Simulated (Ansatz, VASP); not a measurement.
## Ga2Mo: VASP beside Ansatz

```
Ga Mo
1.0
     4.47896    0.00000    0.00000
    -2.23948    3.87889    0.00000
     0.00000    0.00000    2.65389
Ga Mo
2 1
Direct
  0.33333 0.66667 0.50000
  0.66667 0.33333 0.50000
  0.00000 0.00000 0.00000
```

Alike in both runs: functional PBE; k mesh 6 × 6 × 6; occupations gaussian, width 0.1 eV; no spin polarisation.

Ansatz relaxed the structure, and its values are those at the end. VASP's run is a single point on that final structure, the one shown.

|  | VASP | Ansatz |
| --- | --- | --- |
| version | VASP 6.6.1 | Ansatz 0.2.0 |
| potentials or method | VASP PAW PBE potentials, release 64 (Ga_d, Mo_sv), cutoff 520 eV | scalar-relativistic, plane waves, PAW |
| valence electrons in the cell | 40 | 40 |

|  | VASP | Ansatz | Ansatz less VASP |
| --- | --- | --- | --- |
| gap on the k mesh at the Fermi level (eV) | none | none | - |
| pressure (GPa) | 0.5 | 0.0 | -0.47 |

A gap of «none» marks a metal or a gap that the smearing closes. The functional is the same, so the differences come from potentials, cutoffs and numerics.

The k mesh is coarse, so the values compare programs but aren't converged.
